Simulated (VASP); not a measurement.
A run of VASP 6.6.1 is set up as follows.

The input INCAR:

```
SYSTEM = RbSrBr3
PREC = Accurate
ENCUT = 520
EDIFF = 1E-6
ISMEAR = -1
SIGMA = 0.02
LREAL = .FALSE.
LASPH = .TRUE.
NELM = 100
ALGO = Normal
ISIF = 2
LWAVE = .FALSE.
LCHARG = .FALSE.
GGA = PE
NBANDS = 28
```

KPOINTS

```
regular mesh
0
G
  4 4 4
  0 0 0
```

Contents of POSCAR:

```
RbSrBr3
1.0
    5.9460751198      0.0000000000      0.0000000000
    0.0000000000      5.9460751198      0.0000000000
    0.0000000000      0.0000000000      6.0352662465
Rb Sr Br
1 1 3
Direct
    0.0000000000      0.0000000000      0.0000000000
    0.5000000000      0.5000000000      0.5000000000
    0.5000000000      0.5000000000      0.0000000000
    0.5000000000      0.0000000000      0.5000000000
    0.0000000000      0.5000000000      0.5000000000
```

Potentials or basis: VASP PAW PBE potentials, release 64 (Rb_sv, Sr_sv, Br).

Command:

```bash
$ cat potpaw_PBE.64/Rb_sv/POTCAR potpaw_PBE.64/Sr_sv/POTCAR potpaw_PBE.64/Br/POTCAR > POTCAR
$ mpirun -np 1 vasp_std > vasp.out
```

Question: What does it give for the pressure?

Answer: 0.3 GPa.

Question: What does it give for the band gap on the k mesh?

Answer: 3.88 eV (least direct gap 4.13 eV).

Stress tensor (GPa, compression positive):
```
 0.44  0.00  0.00
 0.00  0.44  0.00
 0.00  0.00 -0.09
```

Caveat: the cell differs from its parent crystal (uniaxial z strain +1.5%). A k mesh can miss the band edges.
